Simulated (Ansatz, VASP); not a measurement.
Ca in VASP and in Ansatz

```
Ca
1.0
     3.86060    0.00000    0.00000
    -1.93030    3.34338    0.00000
     0.00000    0.00000    6.32440
Ca
2
Direct
  0.33333 0.66667 0.25000
  0.66667 0.33333 0.75000
```

Change from the starting cell: strain -0.030 along x and y, -0.030 along z, atoms carried along.

Alike in both runs: task single point; functional LDA; k mesh 15 × 15 × 8; occupations gaussian, width 0.15 eV; no spin polarisation.

|  | VASP | Ansatz |
| --- | --- | --- |
| version | VASP 6.6.1 | Ansatz 0.2.0 |
| potentials or method | VASP PAW LDA potentials, release 64 (Ca_sv), cutoff 520 eV | scalar-relativistic, plane waves, PAW |
| valence electrons in the cell | 20 | 20 |

```csv
,VASP,Ansatz,Ansatz less VASP
gap on the k mesh at the Fermi level (eV),none,none,-
pressure (GPa),-1.1,-1.1,0.00
"traceless stress, the component that is largest in VASP (GPa)",0.12,0.12,-0.003
```

LDA's correlation is that of Perdew and Zunger in VASP and of Perdew and Wang (1992) in Ansatz. A gap of «none» marks a metal or a gap that the smearing closes.
